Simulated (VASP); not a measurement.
Write the native input for VASP 6.6.1 that does the following.

```
Task                   : single point
Functional             : LDA
Potentials or basis    : VASP PAW LDA potentials, release 64 (Ga_d, N)
Cutoff                 : 520 eV
k mesh                 : 8 × 6 × 6
Occupations            : gaussian, width 0.05 eV
Spin                   : no spin polarisation
Dipole correction      : no
Further INCAR settings : ALGO = Normal; EDIFF = 1e-06; NBANDS = 46
```

The structure of GaN lies in POSCAR:

```
GaN
1.0
   -3.1515767111      0.0000000000      0.0000000000
    0.0000000000      0.0000000000     -5.1382481593
    0.0000000000     -5.4586909876      0.0000000000
Ga N
4 4
Direct
    0.5000000000      0.0019918376      0.1699284750
    0.0000000000     -0.0005893318      0.6634048584
    0.0000000000      0.4994106682      0.3365951416
    0.5000000000      0.5019918376      0.8300715250
    0.5000000000      0.6236998526      0.1671385711
    0.0000000000      0.6248976416      0.6661947623
    0.0000000000      0.1248976416      0.3338052377
    0.5000000000      0.1236998526      0.8328614289
```

This cell differs from its parent crystal: mode 11 frozen in at -0.019 Å and mode 13 at +0.000 Å (largest displacements).

These files were run (other wordings do the same):

INCAR

```
ALGO = Normal
EDIFF = 1E-6
ENCUT = 520
ISIF = 2
ISMEAR = 0
LASPH = True
LCHARG = False
LREAL = False
LWAVE = False
NBANDS = 46
NELM = 80
PREC = Accurate
SIGMA = 0.05
```

KPOINTS

```
k-points
0
Gamma
  8 6 6
```

Potentials or basis: VASP PAW LDA potentials, release 64 (Ga_d, N).

Command:

```bash
$ cat potpaw_LDA.64/Ga_d/POTCAR potpaw_LDA.64/N/POTCAR > POTCAR
$ mpirun -np 1 vasp_std > vasp.out
```

Results of the run:

```json
{
 "Pressure": "1.2 GPa",
 "Largest force": "0.503 eV/Å",
 "Band gap on the k mesh": "2.14 eV"
}
```

Caveat: the cell differs from its parent crystal (mode 11 frozen in at -0.019 Å and mode 13 at +0.000 Å (largest displacements)).

Wall time 4.6 min on 1 thread of Intel Xeon 6975P-C, on a shared host, peak memory 0.33 GiB.
